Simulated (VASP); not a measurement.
Crystal: Rb3Si2.

```xyz
5
Lattice="4.1214 0.0000 0.0000 -2.0607 3.5692 0.0000 0.0000 0.0000 7.5102" Properties=species:S:1:pos:R:3 pbc="T T T"
Rb    2.0607    0.0000    3.7551
Rb   -1.0303    1.7846    3.7551
Rb    1.0303    1.7846    3.7551
Si    0.0000    0.0000    6.3935
Si    0.0000    0.0000    1.1167
```

The cell was generated, and may not be a known phase.

* Program: VASP 6.6.1
* Task: relaxation of cell and atoms
* Functional: PBE
* Potentials or basis: VASP PAW PBE potentials, release 64 (Rb_sv, Si)
* Cutoff: 600 eV
* k mesh: 6 × 6 × 2
* Occupations: gaussian, width 0.1 eV
* Spin: no spin polarisation

At the start: pressure 114.8 GPa; volume 22.10 Å³/atom.

Question: How do energy, volume and symmetry change on relaxing?

Answer: Over 28 steps the energy falls by 7511.7 meV/atom and the volume is 43.79 Å³/atom (+98.2 %); space group P6/mmm (No. 191, to 0.1 Å) before and after.

Step by step:
| step | energy change (eV) | largest force (eV/Å) | pressure (GPa) | volume (Å³) |
| --- | --- | --- | --- | --- |
| 1 | 0.0000 | 0.3610 | 114.85 | 110.48 |
| 2 | -34.3233 | 0.2017 | -2.01 | 505.52 |
| 3 | -34.8089 | 0.1627 | -1.54 | 471.13 |
| 4 | -35.0221 | 0.1355 | -1.29 | 450.32 |
| 5 | -35.3229 | 0.0663 | -0.82 | 397.87 |
| 6 | -33.2207 | 0.0278 | 2.46 | 232.26 |
| 7 | -35.3531 | 0.0428 | -0.68 | 379.54 |
| 8 | -35.3544 | 0.0353 | -0.63 | 372.61 |
| 9 | -35.4694 | 1.4375 | -0.20 | 357.73 |
| 10 | -35.4733 | 1.7802 | -0.10 | 354.77 |
| 11 | -35.5443 | 1.6044 | -0.12 | 348.61 |
| 12 | -35.7171 | 1.2322 | -0.17 | 330.22 |
| 13 | -35.9791 | 1.3345 | -0.15 | 293.80 |
| 14 | -36.9260 | 4.3220 | 2.10 | 222.44 |
| 15 | -36.9901 | 3.6130 | 2.12 | 220.23 |
| 16 | -37.0229 | 2.4109 | 2.28 | 216.63 |
| 17 | -37.0836 | 2.2586 | 2.05 | 217.53 |
| 18 | -37.2378 | 1.8495 | 1.42 | 220.20 |
| 19 | -37.4370 | 1.1891 | 0.37 | 225.52 |
| 20 | -37.4850 | 0.1870 | -1.05 | 236.00 |
| 21 | -37.5143 | 0.4596 | -0.63 | 232.27 |
| 22 | -37.5147 | 0.5136 | -0.56 | 231.69 |
| 23 | -37.5207 | 0.4496 | -0.53 | 230.84 |
| 24 | -37.5355 | 0.2568 | -0.44 | 228.32 |
| 25 | -37.5493 | 0.1244 | -0.23 | 223.34 |
| 26 | -37.5495 | 0.1775 | -0.19 | 222.64 |
| 27 | -37.5535 | 0.1334 | -0.15 | 221.46 |
| 28 | -37.5584 | 0.0390 | -0.06 | 218.94 |

Final structure:
```xyz
5
Lattice="7.2800 0.0000 0.0000 -3.6400 6.3046 0.0000 0.0000 0.0000 4.7701" Properties=species:S:1:pos:R:3 pbc="T T T"
Rb    3.6400    0.0000    2.3851
Rb   -1.8200    3.1523    2.3851
Rb    1.8200    3.1523    2.3851
Si    0.0000    0.0000    3.6051
Si    0.0000    0.0000    1.1650
```

Caveat: the k points lie up to 0.66 Å⁻¹ apart in the final cell, too coarse for converged energies and pressures of a metal; the volume moved by over 15 % at a fixed basis, so the end points are rough.
